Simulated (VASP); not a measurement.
Input of a VASP 6.6.1 run:

Contents of INCAR:

```
SYSTEM = ZnCu
PREC = Accurate
ENCUT = 520
EDIFF = 1E-6
ISMEAR = 0
SIGMA = 0.15
LREAL = .False.
LASPH = .True.
NELM = 100
ALGO = Fast
ISIF = 2
LWAVE = .False.
LCHARG = .True.
GGA = PS
LELF = .True.
LVHAR = .True.
NBANDS = 18
```

The input KPOINTS:

```
regular mesh
0
Gamma
  18 18 18
  0 0 0
```

The input POSCAR:

```
ZnCu
1.0
    3.0641457876      0.1684339077      0.1684339077
    0.1684339077      3.0641457876      0.1684339077
    0.1684339077      0.1684339077      3.0641457876
Zn Cu
1 1
Direct
    0.5000000000      0.5000000000      0.5000000000
    0.0000000000      0.0000000000      0.0000000000
```

Potentials or basis: VASP PAW PBE potentials, release 64 (Zn, Cu).

The run is started by

```sh
$ cat potpaw_PBE.64/Zn/POTCAR potpaw_PBE.64/Cu/POTCAR > POTCAR
$ mpirun -np 1 vasp_std > vasp.out
```

**Question.** Estimate the pressure.

**Answer.** -11.0 GPa.

**Question.** Predict the band gap on the k mesh.

**Answer.** Zero (an odd number of electrons rules out a gap without spin polarisation).

Stress tensor (GPa, compression positive):
```
-10.98  -3.78  -3.78
 -3.78 -10.98  -3.78
 -3.78  -3.78 -10.98
```

Caveat: the cell stands under tension; the PAW data sets were made with another functional, which shifts forces and pressure a little.
